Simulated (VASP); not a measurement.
Set up this calculation in VASP 6.6.1, as the native input.

```
Task                   : single point
Functional             : PBE
Potentials or basis    : VASP PAW PBE potentials, release 64 (Cd)
Cutoff                 : 520 eV
k mesh                 : 21 × 21 × 21
Occupations            : fermi-dirac, width 0.0612256 eV
Spin                   : no spin polarisation
Dipole correction      : no
Further INCAR settings : ALGO = Normal; EDIFF = 1e-06; NBANDS = 12
```

The structure of Cd lies in POSCAR:

```
Cd
1.0
    0.0000000000      2.2819337634      2.2819337634
    2.2819337634      0.0000000000      2.2819337634
    2.2819337634      2.2819337634      0.0000000000
Cd
1
Direct
    0.0000000000      0.0000000000      0.0000000000
```

This isn't the form of Cd at room conditions, which is hcp.

These files were run (other wordings do the same):

INCAR

```
SYSTEM = Cd
  ALGO = Normal
  EDIFF = 1E-6
  ENCUT = 520
  GGA = PE
  ISIF = 2
  ISMEAR = -1
  LASPH = .True.
  LCHARG = .False.
  LREAL = .False.
  LWAVE = .False.
  NBANDS = 12
  NELM = 100
  PREC = Accurate
  SIGMA = 0.06122561905347299
```

KPOINTS

```
k-points
0
Gamma
  21 21 21
  0 0 0
```

Potentials or basis: VASP PAW PBE potentials, release 64 (Cd).

Command:

```console
$ cat potpaw_PBE.64/Cd/POTCAR > POTCAR
$ mpirun -np 1 vasp_std > vasp.out
```

Results of the run:

```
Pressure               : -1.3 GPa
Band gap on the k mesh : zero (bands 6 and 7 overlap by 2.77 eV)
```

Wall time 21 s on 1 thread of AMD EPYC 9R45 96-Core Processor (Zen 5) (shared host), peak memory 0.17 GiB.
